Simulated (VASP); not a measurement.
# SiC (Moissanite 6H) (P6_3mc) in VASP: further runs

The runs below take SiC (Moissanite 6H) through single point, with BLYP, RPBE+D3(BJ), PBE exchange alone.

Everything below comes from runs of VASP 6.6.1. Logs are shortened: lines on timing, memory, paths and dates and some standing lists are left out, and cuts for length are marked.

### Step 1. The cell of the first run

Symmetry: P6_3mc, No. 186, hexagonal system. The conventional cell has a = 3.074 Å, b = 3.074 Å, c = 15.068 Å, α = 90.00°, β = 90.00°, γ = 120.00°. Si (site symmetry 3m) has 4 C at 1.88 Å within 2.5 Å. Si (site symmetry 3m) has 4 C at 1.88 Å within 2.5 Å. Within 2.5 Å of Si (site symmetry 3m) lie 4 C at 1.88 Å. C (site symmetry 3m) has 4 Si at 1.88 Å within 2.5 Å. Within 2.5 Å of C (site symmetry 3m) lie 4 Si at 1.88 Å. Within 2.5 Å of C (site symmetry 3m) lie 4 Si at 1.88 Å.

### Step 2. Single point, BLYP

Contents of INCAR:

```
PREC = Accurate
ENCUT = 520
EDIFF = 1E-7
ISMEAR = -1
SIGMA = 0.05
LREAL = False
LASPH = True
NELM = 60
ALGO = Normal
ISIF = 2
LWAVE = False
LCHARG = True
GGA = B5
ALDAX = 1.0
AGGAX = 1.0
AGGAC = 1.0
ALDAC = 0.0
LELF = True
LVHAR = True
NBANDS = 36
```

Contents of KPOINTS:

```
regular mesh
0
Gamma
  10 10 2
```

Contents of POSCAR:

```
SiC
1.0
    3.0742275620      0.0000000000      0.0000000000
   -1.5371137810      2.6623591657      0.0000000000
    0.0000000000      0.0000000000     15.0681848517
Si C
6 6
Direct
    0.6666666667      0.3333333333      0.4583000000
    0.3333333333      0.6666666667      0.9583000000
    0.6666666667      0.3333333333      0.7917000000
    0.3333333333      0.6666666667      0.2917000000
    0.0000000000      0.0000000000      0.6250000000
    0.0000000000      0.0000000000      0.1250000000
    0.6666666667      0.3333333333      0.3333000000
    0.3333333333      0.6666666667      0.8333000000
    0.6666666667      0.3333333333      0.6667000000
    0.3333333333      0.6666666667      0.1667000000
    0.0000000000      0.0000000000      0.5000000000
    0.0000000000      0.0000000000      0.0000000000
```

Potentials or basis: VASP PAW PBE potentials, release 64 (Si, C).

On the command line:

```console
cat potpaw_PBE.64/Si/POTCAR potpaw_PBE.64/C/POTCAR > POTCAR
mpirun -np 1 vasp_std > vasp.out
```

OUTCAR:

```text
PREC = Accurate
   ENCUT = 520
   EDIFF = 1E-7
   ISMEAR = -1
   LREAL = False
   LASPH = True
   NELM = 60
   ISIF = 2
   GGA = B5

 ion  position               nearest neighbor table
   1  0.667  0.333  0.458-  11 1.88  11 1.88  11 1.88   7 1.88   4 3.07   4 3.07   4 3.07   5 3.08
                             5 3.08   5 3.08
   2  0.333  0.667  0.958-  12 1.88  12 1.88  12 1.88   8 1.88   3 3.07   3 3.07   3 3.07   6 3.08
                             6 3.08   6 3.08
   3  0.667  0.333  0.792-   8 1.88   8 1.88   8 1.88   9 1.88   2 3.07   2 3.07   2 3.07   5 3.08
                             5 3.08   5 3.08
   4  0.333  0.667  0.292-   7 1.88   7 1.88   7 1.88  10 1.88   1 3.07   1 3.07   1 3.07   6 3.08
                             6 3.08   6 3.08
   5  0.000  0.000  0.625-   9 1.88   9 1.88   9 1.88  11 1.88   3 3.08   1 3.08   3 3.08   1 3.08
                             1 3.08   3 3.08
   6  0.000  0.000  0.125-  10 1.88  10 1.88  10 1.88  12 1.88   4 3.08   2 3.08   2 3.08   4 3.08
                             4 3.08   2 3.08
   7  0.667  0.333  0.333-   4 1.88   4 1.88   4 1.88   1 1.88
   8  0.333  0.667  0.833-   3 1.88   3 1.88   3 1.88   2 1.88
   9  0.667  0.333  0.667-   5 1.88   5 1.88   5 1.88   3 1.88
  10  0.333  0.667  0.167-   6 1.88   6 1.88   6 1.88   4 1.88
  11  0.000  0.000  0.500-   1 1.88   1 1.88   1 1.88   5 1.88
  12  0.000  0.000  0.000-   2 1.88   2 1.88   2 1.88   6 1.88

  LATTYP: Found a hexagonal cell.
 ALAT       =     3.0742275620
 C/A-ratio  =     4.9014539580

  Lattice vectors:

 A1 = (   3.0742275620,   0.0000000000,   0.0000000000)
 A2 = (  -1.5371137810,   2.6623591657,   0.0000000000)
 A3 = (   0.0000000000,   0.0000000000,  15.0681848517)

Analysis of symmetry for initial positions (statically):
=====================================================================
 Subroutine PRICEL returns:
 Original cell was already a primitive cell.

 Routine SETGRP: Setting up the symmetry group for a
 hexagonal supercell.

 Subroutine GETGRP returns: Found 12 space group operations
 (whereof  6 operations were pure point group operations)
 out of a pool of 24 trial point group operations.

The static configuration has the point symmetry C_3v.
 The point group associated with its full space group is C_6v.

Analysis of symmetry for dynamics (positions and initial velocities):
=====================================================================
 Subroutine PRICEL returns:
 Original cell was already a primitive cell.

 Routine SETGRP: Setting up the symmetry group for a
 hexagonal supercell.

 Subroutine GETGRP returns: Found 12 space group operations
 (whereof  6 operations were pure point group operations)
 out of a pool of 24 trial point group operations.

The dynamic configuration has the point symmetry C_3v.
 The point group associated with its full space group is C_6v.

 Subroutine INISYM returns: Found 12 space group operations
 (whereof  6 operations are pure point group operations),
 and found     1 'primitive' translations

----------------------------------------------------------------------------------------

                                     Primitive cell

  volume of cell :     123.3285

  direct lattice vectors                    reciprocal lattice vectors
     3.074227562  0.000000000  0.000000000     0.325284963  0.187803361  0.000000000
    -1.537113781  2.662359166  0.000000000     0.000000000  0.375606722  0.000000000
     0.000000000  0.000000000 15.068184852     0.000000000  0.000000000  0.066364994

  length of vectors
     3.074227562  3.074227562 15.068184852     0.375606722  0.375606722  0.066364994

  position of ions in fractional coordinates (direct lattice)
     0.666666667  0.333333333  0.458300000
     0.333333333  0.666666667  0.958300000
     0.666666667  0.333333333  0.791700000
     0.333333333  0.666666667  0.291700000
     0.000000000  0.000000000  0.625000000
     0.000000000  0.000000000  0.125000000
     0.666666667  0.333333333  0.333300000
     0.333333333  0.666666667  0.833300000
     0.666666667  0.333333333  0.666700000
     0.333333333  0.666666667  0.166700000
     0.000000000  0.000000000  0.500000000
     0.000000000  0.000000000  0.000000000

  ion indices of the primitive-cell ions
   primitive index   ion index
                 1           1
                 2           2
                 3           3
                 4           4
                 5           5
                 6           6
                 7           7
                 8           8
                 9           9
                10          10
                11          11
                12          12

----------------------------------------------------------------------------------------

 KPOINTS: regular mesh

Automatic generation of k-mesh.
 Grid dimensions read from file:
 generate k-points for:   10   10    2

 Generating k-lattice:

  Cartesian coordinates                     Fractional coordinates (reciprocal lattice)
     0.032528496  0.018780336  0.000000000     0.100000000  0.000000000  0.000000000
     0.000000000  0.037560672  0.000000000     0.000000000  0.100000000  0.000000000
     0.000000000  0.000000000  0.033182497     0.000000000  0.000000000  0.500000000

  Length of vectors
     0.037560672  0.037560672  0.033182497

  Shift w.r.t. Gamma in fractional coordinates (k-lattice)
     0.000000000  0.000000000  0.000000000

 Subroutine IBZKPT returns following result:
 ===========================================

 Found     28 irreducible k-points:

 Following reciprocal coordinates:
            Coordinates               Weight
  0.000000  0.000000  0.000000      1.000000
  0.100000  0.000000  0.000000      6.000000
  0.200000  0.000000  0.000000      6.000000
  0.300000  0.000000  0.000000      6.000000
  0.400000 -0.000000  0.000000      6.000000
  0.500000  0.000000  0.000000      3.000000
[... 16 lines left out ...]
  0.300000  0.100000  0.500000     12.000000
  0.400000  0.100000  0.500000     12.000000
 [... further k-points ...]
   k-points           NKPTS =     28   k-points in BZ     NKDIM =     28   number of bands    NBANDS=     36
   number of dos      NEDOS =    301   number of ions     NIONS =     12
   total plane-waves  NPLWV =  64512
   dimension x,y,z NGX =    24 NGY =   24 NGZ =  112
   dimension x,y,z NGXF=    48 NGYF=   48 NGZF=  224
   ions per type =               6   6
   NGX,Y,Z   is equivalent  to a cutoff of  12.98, 12.98, 12.36 a.u.
   NGXF,Y,Z  is equivalent  to a cutoff of  25.96, 25.96, 24.71 a.u.
 SYSTEM =  unknown system
   PREC   = accura    normal or accurate (medium, high low for compatibility)
   ISTART =      0    job   : 0-new  1-cont  2-samecut
   ICHARG =      2    charge: 1-file 2-atom 10-const
   ISPIN  =      1    spin polarized calculation?
   LNONCOLLINEAR =      F non collinear calculations
   LSORBIT =      F    spin-orbit coupling
   LASPH  =      T    aspherical Exc in radial PAW
   ENCUT  =  520.0 eV  38.22 Ry    6.18 a.u.   5.72  5.72 28.02*2*pi/ulx,y,z
   NELM   =     60;   NELMIN=  2; NELMDL= -5     # of ELM steps
   EDIFF  = 0.1E-06   stopping-criterion for ELM
   LREAL  =      F    real-space projection
   EDIFFG = 0.1E-05   stopping-criterion for IOM
   NSW    =      0    number of steps for IOM
   IBRION =     -1    ionic relax: 0-MD 1-quasi-New 2-CG
   NFREE  =      0    steps in history (QN), initial steepest desc. (CG)
   ISIF   =      2    stress and relaxation
   ISYM   =      2    0-nonsym 1-usesym 2-fastsym
   POTIM  = 0.5000    time-step for ionic-motion
   TEBEG  =    0.0;   TEEND  =   0.0 temperature during run
   PSTRESS=    0.0 pullay stress
   NELECT =      48.0000    total number of electrons
   NUPDOWN=      -1.0000    fix difference up-down
   EMIN   =  10.00;   EMAX   =-10.00  energy-range for DOS
   EFERMI =   0.00;   METHOD = LEGACY
   ISMEAR =    -1;   SIGMA  =   0.05  broadening in eV -4-tet -1-fermi 0-gaus
   EFERMI_NEDOS =   21; number of points for ismear=-14 and -15
   IALGO  =     38    algorithm
   IMIX   =      4    mixing-type and parameters
     AMIX     =   0.40;   BMIX     =  1.00
     AMIX_MAG =   1.60;   BMIX_MAG =  1.00
  volume/ion in A,a.u.               =      10.28        69.36
  Fermi-wavevector in a.u.,A,eV,Ry     =   1.195274  2.258740 19.438362  1.428679
  Thomas-Fermi vector in A             =   2.331243
   LORBIT       =      0    0 simple, 1 ext, 2 COOP (PROOUT), +10 PAW based schemes
   GGA     = B5    functional components
   LHFCALC =     F    Hartree Fock is set to
   AEXX    =    0.0000 exact exchange contribution
   IVDW    =     0    specifies the selected vdW correction
   LEPSILON=     F    determine dielectric tensor
   LRPA    =     F    only Hartree local field effects (RPA)
 non-spin polarized calculation
  energy-cutoff  :      520.00
  volume of cell :      123.33
 maximum number of plane-waves:      3340
 NGX is ok and might be reduce to    24
   NGX = 11   NGY = 11   NGZ = 57

 number of electron      47.9999999 magnetization

 Free energy of the ion-electron system (eV)
  ---------------------------------------------------
  ext. energy  EPLUGINS =         0.00000000
  ---------------------------------------------------
  free energy    TOTEN  =       -81.82245643 eV

  energy without entropy =      -81.82245643  energy(sigma->0) =      -81.82245643

 E-fermi :   9.6927     XC(G=0): -10.6777

 val. band max:        8.6444139102   @ k =   0.0000   0.0000   0.0000
 cond. band min:      10.9748795493   @ k =   0.5000   0.0000   0.0000
 fundamental gap:      2.3304656391
 Fermi energy:         9.6926519796

 k-point     1 :       0.0000    0.0000    0.0000
  band No.  band energies     occupation
      1      -6.7327      2.00000
      2      -6.2162      2.00000
      3      -6.1722      2.00000
      4      -4.6891      2.00000
      5      -4.6567      2.00000
      6      -3.1889      2.00000
[... 28 lines left out ...]
     35      16.1612      0.00000
     36      16.2490      0.00000

 k-point     2 :       0.1000    0.0000    0.0000
  band No.  band energies     occupation
      1      -6.5599      2.00000
      2      -6.0460      2.00000
      3      -6.0014      2.00000
      4      -4.5277      2.00000
      5      -4.4948      2.00000
      6      -3.0438      2.00000
[... 28 lines left out ...]
     35      16.2104      0.00000
     36      16.2442      0.00000

 k-point     3 :       0.2000    0.0000    0.0000
  band No.  band energies     occupation
      1      -6.0479      2.00000
      2      -5.5430      2.00000
      3      -5.4965      2.00000
      4      -4.0555      2.00000
      5      -4.0210      2.00000
      6      -2.6297      2.00000
[... 28 lines left out ...]
     35      16.7019      0.00000
     36      17.1126      0.00000
[... 742 lines left out ...]
 k-point    23 :       0.3000    0.1000    0.5000
  band No.  band energies     occupation
      1      -4.4691      2.00000
      2      -4.4691      2.00000
      3      -3.5267      2.00000
      4      -3.5267      2.00000
      5      -2.0733      2.00000
      6      -2.0733      2.00000
[... 28 lines left out ...]
     35      16.5266      0.00000
     36      16.5266      0.00000

 k-point    24 :       0.4000    0.1000    0.5000
  band No.  band energies     occupation
      1      -3.4132      2.00000
      2      -3.4132      2.00000
      3      -2.7228      2.00000
      4      -2.7228      2.00000
      5      -1.8754      2.00000
      6      -1.8754      2.00000
[... 28 lines left out ...]
     35      16.3784      0.00000
     36      16.3785      0.00000

 [... further k-points ...]
[... 5 lines left out ...]
  --------------------------------------------------------------------------------------
  -------------------------------------------------------------------------------------
  Total        7.4164032      7.4164032      8.0927176      0.0000000      0.0000000      0.0000000
  in kB       96.3474707     96.3474707    105.1335609      0.0000000      0.0000000      0.0000000
  external PRESSURE =      99.2761674 kB  Pullay stress =       0.0000000 kB

 VOLUME and BASIS-vectors are now :
 -----------------------------------------------------------------------------
  energy-cutoff  :      520.00
  volume of cell :      123.33
      direct lattice vectors                 reciprocal lattice vectors
     3.074227562  0.000000000  0.000000000     0.325284963  0.187803361  0.000000000
    -1.537113781  2.662359166  0.000000000     0.000000000  0.375606722  0.000000000
     0.000000000  0.000000000 15.068184852     0.000000000  0.000000000  0.066364994

 POSITION                                       TOTAL-FORCE (eV/Angst)
 -----------------------------------------------------------------------------------
      1.53711      0.88745      6.90575         0.000000     -0.000000      0.046242
     -0.00000      1.77491     14.43984        -0.000000     -0.000000      0.046242
      1.53711      0.88745     11.92948        -0.000000     -0.000000      0.022131
     -0.00000      1.77491      4.39539         0.000000     -0.000000      0.022131
      0.00000      0.00000      9.41762         0.000000     -0.000000      0.047066
      0.00000      0.00000      1.88352         0.000000     -0.000000      0.047066
      1.53711      0.88745      5.02223         0.000000     -0.000000     -0.012689
     -0.00000      1.77491     12.55632        -0.000000     -0.000000     -0.012689
      1.53711      0.88745     10.04596        -0.000000      0.000000      0.042861
     -0.00000      1.77491      2.51187         0.000000     -0.000000      0.042861
      0.00000      0.00000      7.53409         0.000000      0.000000     -0.145611
      0.00000      0.00000      0.00000         0.000000     -0.000000     -0.145611
 -----------------------------------------------------------------------------------
    total drift:                               -0.000000     -0.000000     -0.000037

  FREE ENERGIE OF THE ION-ELECTRON SYSTEM (eV)
  ---------------------------------------------------
  free  energy   TOTEN  =       -81.8224564349 eV

  energy  without entropy=      -81.8224564349  energy(sigma->0) =      -81.82245643
```

Run time: 4.4 min. Hardware: 1 thread of AMD EPYC 7R13, shared host; peak memory 0.25 GiB.

Results:

```yaml
Free_energy: -81.8225 eV
Pressure: 9.9 GPa
Largest_force: 0.146 eV/Å
Band_gap_on_the_k_mesh: 2.33 eV, indirect (least direct gap 3.42 eV)
```

Forces in eV/Å, atoms in the order of the input:
```
Si   0.000  0.000  0.046
Si   0.000  0.000  0.046
Si   0.000  0.000  0.022
Si   0.000  0.000  0.022
Si   0.000  0.000  0.047
Si   0.000  0.000  0.047
C    0.000  0.000 -0.013
C    0.000  0.000 -0.013
C    0.000  0.000  0.043
C    0.000  0.000  0.043
C    0.000  0.000 -0.146
C    0.000  0.000 -0.146
```

Caveat: the PAW data sets were made with another functional, which shifts forces and pressure a little.

### Step 3. Single point, RPBE+D3(BJ)

This run uses another cell than the first one, of 9.86 Å³/atom, 0.959 times its volume.

Contents of INCAR:

```
  ALGO = Normal
  EDIFF = 1E-6
  ENCUT = 520
  GGA = RP
  ISIF = 2
  ISMEAR = -1
  IVDW = 12
  LASPH = T
  LCHARG = F
  LREAL = F
  LWAVE = F
  NBANDS = 36
  NELM = 100
  PREC = Accurate
  SIGMA = 0.05
```

Contents of KPOINTS:

```
k-points
0
Gamma
  10 10 2
```

Changes to POSCAR since step 2:

```diff
@@ -2,5 +2,5 @@
 1.0
-    3.0742275620      0.0000000000      0.0000000000
-   -1.5371137810      2.6623591657      0.0000000000
-    0.0000000000      0.0000000000     15.0681848517
+    3.0318190065      0.0000000000      0.0000000000
+   -1.5159095032      2.6256322793      0.0000000000
+    0.0000000000      0.0000000000     14.8603212692
 Si C
```

Potentials or basis: VASP PAW PBE potentials, release 64 (Si, C).

On the command line:

```console
cat potpaw_PBE.64/Si/POTCAR potpaw_PBE.64/C/POTCAR > POTCAR
mpirun -np 1 vasp_std > vasp.out
```

Wall time 3.4 min (1 thread of AMD EPYC 7R13, shared host); peak memory 0.25 GiB.

Results (log left out):

```
Free energy                : -99.9103 eV
Pressure                   : -6.3 GPa
Largest force              : 0.151 eV/Å
Band gap on the k mesh     : 2.01 eV, indirect (least direct gap 3.11 eV)
Dispersion energy per atom : -1.204 eV
```

Forces on the atoms (eV/Å):
```
Si   0.000  0.000  0.075
Si   0.000  0.000  0.075
Si   0.000  0.000  0.034
Si   0.000  0.000  0.034
Si   0.000  0.000  0.035
Si   0.000  0.000  0.035
C    0.000  0.000 -0.020
C    0.000  0.000 -0.020
C    0.000  0.000  0.027
C    0.000  0.000  0.027
C    0.000  0.000 -0.151
C    0.000  0.000 -0.151
```

Stress tensor (GPa, compression positive):
```
-6.57  0.00  0.00
 0.00 -6.57  0.00
 0.00  0.00 -5.88
```

Levels at points of the mesh, in eV from the valence-band top:
```
           k point  band 22  band 23  band 24  band 25  band 26  band 27
(0.00, 0.00, 0.00)    -0.04     0.00     0.00     5.62     5.79     6.22
(0.50, 0.00, 0.00)    -1.81    -1.70    -1.10     2.01     2.23     3.32
(0.00, 0.00, 0.50)    -0.10    -0.10    -0.10     5.69     5.69     6.45
(0.50, 0.00, 0.50)    -1.74    -1.32    -1.32     2.07     2.07     3.54
```

Caveat: the PAW data sets were made with another functional, which shifts forces and pressure a little. A k mesh can miss the band edges.

### Step 4. Single point, PBE exchange alone

This run uses another cell than the first one, of 9.86 Å³/atom, 0.959 times its volume.

Contents of INCAR:

```
PREC = Accurate
ENCUT = 520
EDIFF = 1E-6
ISMEAR = -1
SIGMA = 0.05
LREAL = F
LASPH = T
NELM = 100
ALGO = Normal
ISIF = 2
LWAVE = F
LCHARG = F
GGA = PE
ALDAC = 0.0
AGGAC = 0.0
NBANDS = 36
```

Contents of KPOINTS:

```
regular mesh
0
Gamma
  10 10 2
```

POSCAR is that of step 3.

On the command line:

```console
cat potpaw_PBE.64/Si/POTCAR potpaw_PBE.64/C/POTCAR > POTCAR
mpirun -np 1 vasp_std > vasp.out
```

Wall time 2.8 min (1 thread of AMD EPYC 7R13, shared host); peak memory 0.25 GiB.

Results (log left out):

| Item | Value |
| --- | --- |
| Free energy | -68.7490 eV |
| Pressure | 33.0 GPa |
| Largest force | 0.151 eV/Å |
| Band gap on the k mesh | 2.32 eV, indirect (least direct gap 3.42 eV) |

Forces in eV/Å, atoms in the order of the input:
```
Si   0.000  0.000  0.049
Si   0.000  0.000  0.049
Si   0.000  0.000  0.028
Si   0.000  0.000  0.028
Si   0.000  0.000  0.042
Si   0.000  0.000  0.042
C    0.000  0.000 -0.016
C    0.000  0.000 -0.016
C    0.000  0.000  0.048
C    0.000  0.000  0.048
C    0.000  0.000 -0.151
C    0.000  0.000 -0.151
```

Stress tensor (GPa, compression positive):
```
32.63  0.00  0.00
 0.00 32.63  0.00
 0.00  0.00 33.60
```

Levels at points of the mesh, in eV from the valence-band top:
```tsv
k point	band 22	band 23	band 24	band 25	band 26	band 27
(0.00, 0.00, 0.00)	-0.04	0.00	0.00	5.78	5.94	6.37
(0.50, 0.00, 0.00)	-1.79	-1.66	-1.10	2.32	2.53	3.59
(0.00, 0.00, 0.50)	-0.10	-0.10	-0.10	5.84	5.84	6.60
(0.50, 0.00, 0.50)	-1.72	-1.31	-1.31	2.38	2.38	3.80
```

(Continued in part 2 of 2.)
